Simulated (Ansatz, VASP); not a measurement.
**One calculation of W, two programs**

```xyz
2
Lattice="2.7729 0.0000 0.0000 -1.3864 2.4014 0.0000 0.0000 0.0000 4.9210" Properties=species:S:1:pos:R:3 pbc="T T T"
W     0.0000    1.6009    1.2302
W     1.3864    0.8005    3.6907
```

Alike in both runs: task single point; functional LDA; k mesh 15 × 15 × 8; occupations fermi-dirac, width 0.1 eV; no spin polarisation.

|  | VASP | Ansatz |
| --- | --- | --- |
| version | VASP 6.6.1 | Ansatz 0.2.0 |
| potentials or method | VASP PAW LDA potentials, release 64 (W_sv), cutoff 520 eV | plane waves (420 eV) with PAW, scalar-relativistic |
| valence electrons in the cell | 28 | 28 |

```tsv
	VASP	Ansatz	Ansatz less VASP
pressure (GPa)	-9.9	-11.4	-1.48
traceless stress, the component that is largest in VASP (GPa)	0.83	1.14	+0.310
```

Ansatz warns that its potentials were made for another functional, while VASP's fit it. LDA's correlation is that of Perdew and Zunger in VASP and of Perdew and Wang (1992) in Ansatz.

Spin-orbit coupling is off throughout.
